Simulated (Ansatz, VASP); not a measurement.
**Zr: VASP beside Ansatz**

The input INCAR:

```
ALGO = Normal
EDIFF = 1E-6
ENCUT = 520
GGA = PS
ISIF = 2
ISMEAR = -1
LASPH = T
LCHARG = F
LREAL = F
LWAVE = F
NBANDS = 12
NELM = 60
PREC = Accurate
SIGMA = 0.08
```

KPOINTS

```
k-points
0
Gamma
  14 14 14
```

POSCAR

```
Zr
1.0
   -1.7978519830      1.7978519830      1.7978519830
    1.7978519830     -1.7978519830      1.7978519830
    1.7978519830      1.7978519830     -1.7978519830
Zr
1
Direct
    0.0000000000      0.0000000000      0.0000000000
```

Input for Ansatz:

```yaml
crystal:
  lattice:
    - [-1.797851983, 1.797851983, 1.797851983]
    - [1.797851983, -1.797851983, 1.797851983]
    - [1.797851983, 1.797851983, -1.797851983]
  atoms:
    - { symbol: Zr, position: [0.0, 0.0, 0.0] }
kpoints:
  mp_grid: { grid: [14, 14, 14] }
  band_path:
    path:
      - [0.0, 0.0, 0.0]
      - [0.5, -0.5, 0.5]
      - [0.0, 0.0, 0.5]
      - [0.0, 0.0, 0.0]
      - [0.25, 0.25, 0.25]
      - [0.5, -0.5, 0.5]
      - [0.25, 0.25, 0.25]
      - [0.0, 0.0, 0.5]
    npoints: 5
scf:
  occupations: { method: fermi_dirac, width: 0.08 }
hamiltonian:
  xc: pbesol
  pseudopotentials: { kind: all_electron, lapw: { basis_error: 0.0005 } }
output:
  forces: true
  stress: true
  eigenvalues: true
```

Change from the starting cell: volume scaled by 0.98.

Alike in both runs: task single point; functional PBEsol; k mesh 14 × 14 × 14; occupations fermi-dirac, width 0.08 eV; no spin polarisation.

|  | VASP | Ansatz |
| --- | --- | --- |
| version | VASP 6.6.1 | Ansatz 0.2.0 |
| potentials or method | VASP PAW PBE potentials, release 64 (Zr_sv), cutoff 520 eV | all-electron LAPW, scalar-relativistic |

|  | VASP | Ansatz | Ansatz less VASP |
| --- | --- | --- | --- |
| pressure (GPa) | -5.2 | -5.2 | -0.04 |

VASP's potentials were made for PBE, not for PBEsol. Ansatz ran all-electron here, and VASP with PAW potentials.
